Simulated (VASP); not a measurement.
Write the native input for VASP 6.6.1 that does the following.

```
Task                   : single point
Functional             : LDA
Potentials or basis    : VASP PAW LDA potentials, release 64 (Al, As)
Cutoff                 : 500 eV
k mesh                 : 11 × 11 × 11
Occupations            : fermi-dirac, width 0.08 eV
Spin                   : no spin polarisation
Dipole correction      : no
Further INCAR settings : ALGO = Normal; EDIFF = 1e-06; NBANDS = 11
```

The structure of AlAs (zincblende type) lies in POSCAR:

```
AlAs
1.0
    0.0000000000      2.3057150120      2.3057150120
    2.3057150120      0.0000000000      2.3057150120
    2.3057150120      2.3057150120      0.0000000000
Al As
1 1
Direct
    0.0000000000      0.0000000000      0.0000000000
    0.2500000000      0.2500000000      0.2500000000
```

The input as run:

INCAR

```
SYSTEM = AlAs
PREC = Accurate
ENCUT = 500
EDIFF = 1E-6
ISMEAR = -1
SIGMA = 0.08
LREAL = .False.
LASPH = .True.
NELM = 120
ALGO = Normal
ISIF = 2
LWAVE = .False.
LCHARG = .True.
LELF = .True.
LVHAR = .True.
NBANDS = 11
GGA_COMPAT = .False.
```

KPOINTS

```
regular mesh
0
Gamma
  11 11 11
  0 0 0
```

Potentials or basis: VASP PAW LDA potentials, release 64 (Al, As).

Command:

```console
$ cat potpaw_LDA.64/Al/POTCAR potpaw_LDA.64/As/POTCAR > POTCAR
$ mpirun -np 1 vasp_std > vasp.out
```

Results of the run:

* Pressure: 152.9 GPa
* Band gap on the k mesh: zero (bands 4 and 5 overlap by 0.28 eV)

Caveat: the cell stands under pressure; semilocal functionals underestimate gaps, and a narrow one can read as zero.

It took 6.6 s on 1 thread of Intel(R) Xeon(R) Platinum 8259CL CPU @ 2.50GHz (Skylake/Cascade Lake), on a shared host, peak memory 0.13 GiB.
